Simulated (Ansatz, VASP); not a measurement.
## One calculation of Pt, two programs

```
Pt
1.0
     0.00000    2.64306    2.64306
     2.64306    0.00000    2.64306
     2.64306    2.64306    0.00000
Pt
2
Direct
  0.87500 0.87500 0.87500
  0.12500 0.12500 0.12500
```

Alike in both runs: task relaxation of cell and atoms; functional LDA; k mesh 12 × 12 × 12; occupations fermi-dirac, width 0.1 eV; no spin polarisation.

```csv
,VASP,Ansatz
version,VASP 6.6.1,Ansatz 0.2.0
potentials or method,"VASP PAW LDA potentials, release 64 (Pt)","PAW with Ansatz's default frozen-core files, scalar-relativistic"
plane-wave cutoff (eV),600,420
valence electrons in the cell,20,36
```

|  | VASP | Ansatz | Ansatz less VASP |
| --- | --- | --- | --- |
| relaxed volume (Å³/atom) | 22.54 | 22.53 | -0.008 |
| relaxed cell length with the largest relative difference (Å) | 3.995 | 3.994 | -0.0005 |

LDA's correlation is that of Perdew and Zunger in VASP and of Perdew and Wang (1992) in Ansatz. VASP's potentials hold 20 valence electrons a cell and Ansatz's 36, so a difference there can come from the potentials and not from the codes.

Neither program's run includes spin-orbit coupling. Noted on VASP's run: the volume moved by over 15 % at a fixed basis, so the end points are rough.
